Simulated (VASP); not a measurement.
# GaN (P6_3mc) in VASP: single point with LDA

Aim: the single point of GaN with LDA.

All numbers are computed with VASP 6.6.1; they aren't measurements. Logs are shortened: lines on timing, memory, paths and dates and some standing lists are left out, and cuts for length are marked.

## Step 1: The cell of the first run

It takes space group P6_3mc (No. 186, hexagonal). Conventional cell: a = 3.152 Å, b = 3.152 Å, c = 5.138 Å, α = 90.00°, β = 90.00°, γ = 120.00°. Within 2.6 Å of Ga (site symmetry 3m) lie 4 N at 1.93 Å. Within 2.6 Å of N (site symmetry 3m) lie 4 Ga at 1.93 Å.

## Step 2: Single point, LDA

INCAR

```
SYSTEM = GaN
PREC = Accurate
ENCUT = 520
EDIFF = 1E-6
ISMEAR = 0
SIGMA = 0.02
LREAL = .FALSE.
LASPH = .TRUE.
NELM = 60
ALGO = Normal
ISIF = 2
LWAVE = .FALSE.
LCHARG = .TRUE.
LELF = .TRUE.
LVHAR = .TRUE.
NBANDS = 26
```

KPOINTS

```
Automatic mesh
0
G
  21 21 12
  0 0 0
```

POSCAR

```
GaN
1.0
    3.1518108650      0.0000000000      0.0000000000
   -1.5759054325      2.7295482770      0.0000000000
    0.0000000000      0.0000000000      5.1384170688
Ga N
2 2
Direct
    0.3333333333      0.6666666667     -0.0007039981
    0.6666666667      0.3333333333      0.4992960019
    0.3333333333      0.6666666667      0.3757039981
    0.6666666667      0.3333333333      0.8757039981
```

Potentials or basis: VASP PAW LDA potentials, release 64 (Ga_d, N).

On the command line:

```bash
$ cat potpaw_LDA.64/Ga_d/POTCAR potpaw_LDA.64/N/POTCAR > POTCAR
$ mpirun -np 1 vasp_std > vasp.out
```

OUTCAR:

```text
SYSTEM = GaN
   PREC = Accurate
   ENCUT = 520
   EDIFF = 1E-6
   ISMEAR = 0
   LREAL = .FALSE.
   LASPH = .TRUE.
   NELM = 60
   ISIF = 2

 ion  position               nearest neighbor table
   1  0.333  0.667  0.999-   4 1.93   4 1.93   4 1.93   3 1.93
   2  0.667  0.333  0.499-   3 1.93   3 1.93   3 1.93   4 1.93
   3  0.333  0.667  0.376-   2 1.93   2 1.93   2 1.93   1 1.93
   4  0.667  0.333  0.876-   1 1.93   1 1.93   1 1.93   2 1.93

  LATTYP: Found a hexagonal cell.
 ALAT       =     3.1518108650
 C/A-ratio  =     1.6303062870

  Lattice vectors:

 A1 = (   3.1518108650,   0.0000000000,   0.0000000000)
 A2 = (  -1.5759054325,   2.7295482770,   0.0000000000)
 A3 = (   0.0000000000,   0.0000000000,   5.1384170688)

Analysis of symmetry for initial positions (statically):
=====================================================================
 Subroutine PRICEL returns:
 Original cell was already a primitive cell.

 Routine SETGRP: Setting up the symmetry group for a
 hexagonal supercell.

 Subroutine GETGRP returns: Found 12 space group operations
 (whereof  6 operations were pure point group operations)
 out of a pool of 24 trial point group operations.

The static configuration has the point symmetry C_3v.
 The point group associated with its full space group is C_6v.

Analysis of symmetry for dynamics (positions and initial velocities):
=====================================================================
 Subroutine PRICEL returns:
 Original cell was already a primitive cell.

 Routine SETGRP: Setting up the symmetry group for a
 hexagonal supercell.

 Subroutine GETGRP returns: Found 12 space group operations
 (whereof  6 operations were pure point group operations)
 out of a pool of 24 trial point group operations.

The dynamic configuration has the point symmetry C_3v.
 The point group associated with its full space group is C_6v.

 Subroutine INISYM returns: Found 12 space group operations
 (whereof  6 operations are pure point group operations),
 and found     1 'primitive' translations

----------------------------------------------------------------------------------------

                                     Primitive cell

  volume of cell :      44.2059

  direct lattice vectors                    reciprocal lattice vectors
     3.151810865  0.000000000  0.000000000     0.317277921  0.183180493  0.000000000
    -1.575905432  2.729548277  0.000000000     0.000000000  0.366360987  0.000000000
     0.000000000  0.000000000  5.138417069     0.000000000  0.000000000  0.194612463

  length of vectors
     3.151810865  3.151810865  5.138417069     0.366360987  0.366360987  0.194612463

  position of ions in fractional coordinates (direct lattice)
     0.333333333  0.666666667  0.999296002
     0.666666667  0.333333333  0.499296002
     0.333333333  0.666666667  0.375703998
     0.666666667  0.333333333  0.875703998

  ion indices of the primitive-cell ions
   primitive index   ion index
                 1           1
                 2           2
                 3           3
                 4           4

----------------------------------------------------------------------------------------

 KPOINTS: Automatic mesh

Automatic generation of k-mesh.
 Grid dimensions read from file:
 generate k-points for:   21   21   12

 Generating k-lattice:

  Cartesian coordinates                     Fractional coordinates (reciprocal lattice)
     0.015108472  0.008722881  0.000000000     0.047619048  0.000000000  0.000000000
     0.000000000  0.017445761  0.000000000     0.000000000  0.047619048  0.000000000
     0.000000000  0.000000000  0.016217705     0.000000000  0.000000000  0.083333333

  Length of vectors
     0.017445761  0.017445761  0.016217705

  Shift w.r.t. Gamma in fractional coordinates (k-lattice)
     0.000000000  0.000000000  0.000000000

 Subroutine IBZKPT returns following result:
 ===========================================

 Found    336 irreducible k-points:

 Following reciprocal coordinates:
            Coordinates               Weight
  0.000000  0.000000  0.000000      1.000000
  0.047619  0.000000  0.000000      6.000000
  0.095238  0.000000  0.000000      6.000000
  0.142857  0.000000  0.000000      6.000000
  0.190476  0.000000  0.000000      6.000000
  0.238095  0.000000  0.000000      6.000000
[... 16 lines left out ...]
  0.142857  0.095238  0.000000     12.000000
  0.190476  0.095238  0.000000     12.000000
 [... further k-points ...]
   k-points           NKPTS =    336   k-points in BZ     NKDIM =    336   number of bands    NBANDS=     26
   number of dos      NEDOS =    301   number of ions     NIONS =      4
   total plane-waves  NPLWV =  23040
   dimension x,y,z NGX =    24 NGY =   24 NGZ =   40
   dimension x,y,z NGXF=    48 NGYF=   48 NGZF=   80
   ions per type =               2   2
   NGX,Y,Z   is equivalent  to a cutoff of  12.66, 12.66, 12.94 a.u.
   NGXF,Y,Z  is equivalent  to a cutoff of  25.32, 25.32, 25.88 a.u.
 SYSTEM =  GaN
   PREC   = accura    normal or accurate (medium, high low for compatibility)
   ISTART =      0    job   : 0-new  1-cont  2-samecut
   ICHARG =      2    charge: 1-file 2-atom 10-const
   ISPIN  =      1    spin polarized calculation?
   LNONCOLLINEAR =      F non collinear calculations
   LSORBIT =      F    spin-orbit coupling
   LASPH  =      T    aspherical Exc in radial PAW
   ENCUT  =  520.0 eV  38.22 Ry    6.18 a.u.   5.86  5.86  9.55*2*pi/ulx,y,z
   NELM   =     60;   NELMIN=  2; NELMDL= -5     # of ELM steps
   EDIFF  = 0.1E-05   stopping-criterion for ELM
   LREAL  =      F    real-space projection
   EDIFFG = 0.1E-04   stopping-criterion for IOM
   NSW    =      0    number of steps for IOM
   IBRION =     -1    ionic relax: 0-MD 1-quasi-New 2-CG
   NFREE  =      0    steps in history (QN), initial steepest desc. (CG)
   ISIF   =      2    stress and relaxation
   ISYM   =      2    0-nonsym 1-usesym 2-fastsym
   POTIM  = 0.5000    time-step for ionic-motion
   TEBEG  =    0.0;   TEEND  =   0.0 temperature during run
   PSTRESS=    0.0 pullay stress
   NELECT =      36.0000    total number of electrons
   NUPDOWN=      -1.0000    fix difference up-down
   EMIN   =  10.00;   EMAX   =-10.00  energy-range for DOS
   EFERMI =   0.00;   METHOD = LEGACY
   ISMEAR =     0;   SIGMA  =   0.02  broadening in eV -4-tet -1-fermi 0-gaus
   EFERMI_NEDOS =   21; number of points for ismear=-14 and -15
   IALGO  =     38    algorithm
   IMIX   =      4    mixing-type and parameters
     AMIX     =   0.40;   BMIX     =  1.00
     AMIX_MAG =   1.60;   BMIX_MAG =  1.00
  volume/ion in A,a.u.               =      11.05        74.58
  Fermi-wavevector in a.u.,A,eV,Ry     =   1.528794  2.889001 31.799678  2.337210
  Thomas-Fermi vector in A             =   2.636503
   LORBIT       =      0    0 simple, 1 ext, 2 COOP (PROOUT), +10 PAW based schemes
   GGA     = CA    functional components
   LHFCALC =     F    Hartree Fock is set to
   AEXX    =    0.0000 exact exchange contribution
   IVDW    =     0    specifies the selected vdW correction
   LEPSILON=     F    determine dielectric tensor
   LRPA    =     F    only Hartree local field effects (RPA)
 non-spin polarized calculation
 Gauss-broadening in eV      SIGMA  =   0.02
  energy-cutoff  :      520.00
  volume of cell :       44.21
 maximum number of plane-waves:      1205
 NGX is ok and might be reduce to    24
   NGX = 11   NGY = 11   NGZ = 19

 number of electron      36.0000031 magnetization

 Free energy of the ion-electron system (eV)
  ---------------------------------------------------
  ext. energy  EPLUGINS =         0.00000000
  ---------------------------------------------------
  free energy    TOTEN  =       -27.90988128 eV

  energy without entropy =      -27.90988128  energy(sigma->0) =      -27.90988128

 E-fermi :   5.5215     XC(G=0): -12.2986

 val. band max:        5.4408758864   @ k =   0.0000   0.0000   0.0000
 cond. band min:       7.5861546438   @ k =   0.0000   0.0000   0.0000
 fundamental gap:      2.1452787573
 Fermi energy:         5.5215128528

 k-point     1 :       0.0000    0.0000    0.0000
  band No.  band energies     occupation
      1     -10.7019      2.00000
      2      -9.7205      2.00000
      3      -8.1465      2.00000
      4      -8.1291      2.00000
      5      -8.1291      2.00000
      6      -8.0620      2.00000
[... 18 lines left out ...]
     25      17.2193      0.00000
     26      17.2193      0.00000

 k-point     2 :       0.0476    0.0000    0.0000
  band No.  band energies     occupation
      1     -10.6773      2.00000
      2      -9.7142      2.00000
      3      -8.1449      2.00000
      4      -8.1254      2.00000
      5      -8.1214      2.00000
      6      -8.0596      2.00000
[... 18 lines left out ...]
     25      17.0808      0.00000
     26      17.2741      0.00000

 k-point     3 :       0.0952    0.0000    0.0000
  band No.  band energies     occupation
      1     -10.6056      2.00000
      2      -9.6963      2.00000
      3      -8.1371      2.00000
      4      -8.1148      2.00000
      5      -8.1007      2.00000
      6      -8.0512      2.00000
[... 18 lines left out ...]
     25      16.7980      0.00000
     26      17.4243      0.00000

 k-point     4 :       0.1429    0.0000    0.0000
  band No.  band energies     occupation
      1     -10.4933      2.00000
      2      -9.6702      2.00000
      3      -8.1221      2.00000
      4      -8.0994      2.00000
      5      -8.0676      2.00000
      6      -8.0326      2.00000
[... 18 lines left out ...]
     25      16.7909      0.00000
     26      17.6335      0.00000
[... 496 lines left out ...]
      1     -10.4301      2.00000
      2      -9.6566      2.00000
      3      -8.1121      2.00000
      4      -8.0934      2.00000
      5      -8.0484      2.00000
      6      -8.0325      2.00000
[... 18 lines left out ...]
     25      16.2672      0.00000
     26      17.7940      0.00000

 k-point    23 :       0.1429    0.0952    0.0000
  band No.  band energies     occupation
      1     -10.2959      2.00000
      2      -9.6300      2.00000
      3      -8.0931      2.00000
      4      -8.0817      2.00000
      5      -8.0177      2.00000
      6      -8.0077      2.00000
[... 18 lines left out ...]
     25      16.3952      0.00000
     26      18.0946      0.00000

 k-point    24 :       0.1905    0.0952    0.0000
  band No.  band energies     occupation
      1     -10.1498      2.00000
      2      -9.6044      2.00000
      3      -8.0755      2.00000
      4      -8.0731      2.00000
      5      -7.9951      2.00000
      6      -7.9711      2.00000
[... 18 lines left out ...]
     25      16.5141      0.00000
     26      18.4310      0.00000

 [... further k-points ...]

------------------------ aborting loop because EDIFF is reached ----------------------------------------

  FORCE on cell =-STRESS in cart. coord.  units (eV):
  Direction    XX          YY          ZZ          XY          YZ          ZX
  --------------------------------------------------------------------------------------
  -------------------------------------------------------------------------------------
  Total        0.3011681      0.3011681      0.2977708      0.0000000      0.0000000      0.0000000
  in kB       10.9153894     10.9153894     10.7922586      0.0000000      0.0000000      0.0000000
  external PRESSURE =      10.8743458 kB  Pullay stress =       0.0000000 kB

 VOLUME and BASIS-vectors are now :
 -----------------------------------------------------------------------------
  energy-cutoff  :      520.00
  volume of cell :       44.21
      direct lattice vectors                 reciprocal lattice vectors
     3.151810865  0.000000000  0.000000000     0.317277921  0.183180493  0.000000000
    -1.575905432  2.729548277  0.000000000     0.000000000  0.366360987  0.000000000
     0.000000000  0.000000000  5.138417069     0.000000000  0.000000000  0.194612463

 POSITION                                       TOTAL-FORCE (eV/Angst)
 -----------------------------------------------------------------------------------
     -0.00000      1.81970      5.13480        -0.000000      0.000000      0.001585
      1.57591      0.90985      2.56559         0.000000     -0.000000      0.001585
     -0.00000      1.81970      1.93052         0.000000      0.000000     -0.001585
      1.57591      0.90985      4.49973        -0.000000      0.000000     -0.001585
 -----------------------------------------------------------------------------------
    total drift:                               -0.000001     -0.000001      0.000786

  FREE ENERGIE OF THE ION-ELECTRON SYSTEM (eV)
  ---------------------------------------------------
  free  energy   TOTEN  =       -27.9098812841 eV

  energy  without entropy=      -27.9098812841  energy(sigma->0) =      -27.90988128
```

It took 4.8 min on 1 thread of AMD EPYC 7R13 (Zen 3), shared host; peak memory 0.36 GiB.

Results:

| Property | Result |
| --- | --- |
| Free energy | -27.9099 eV |
| Pressure | 1.1 GPa |
| Band gap on the k mesh | 2.15 eV |

Caveat: an odd mesh through Γ misses points on the zone boundary, where band edges can lie.
